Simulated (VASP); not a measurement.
Runs of VASP 6.6.1 on Ru2C. The structure is that of space group Fm-3m (No. 225), or close to it. The cells are those of the table. 

```csv
task,cell,k mesh,cutoff (eV),gap on the mesh (eV),pressure (GPa),relaxed volume (Å³/atom)
single point,"a = 3.676 Å, angles 60.0°, 3 atoms",6 × 6 × 6,520,none,-0.1,-
relaxation of cell and atoms,"relaxed from a = 3.676 Å, angles 60.0°, 3 atoms",16 × 16 × 16,600,none,0.0,11.70
single point,"a = 3.593 Å, angles 60.0°, 3 atoms",6 × 6 × 6,520,none,(a),-
relaxation of cell and atoms,"relaxed from a = 3.593 Å, angles 60.0°, 3 atoms",6 × 6 × 6,600,none,-0.1,11.70
single point,"a = 3.675 Å, angles 60.0°, 3 atoms",16 × 16 × 16,520,none,0.1,-
```

Alike in all rows: level PBE; potentials or basis VASP PAW PBE potentials, release 64 (Ru_pv, C); no spin polarisation; smearing gaussian 0.1 eV.

**Question.** Estimate the missing entries.

**Answer.** (a) 23.8.

A k mesh can miss the band edges, and the runs leave out spin-orbit coupling on Ru.

A gap of «none» marks levels without a gap at the run's occupations.
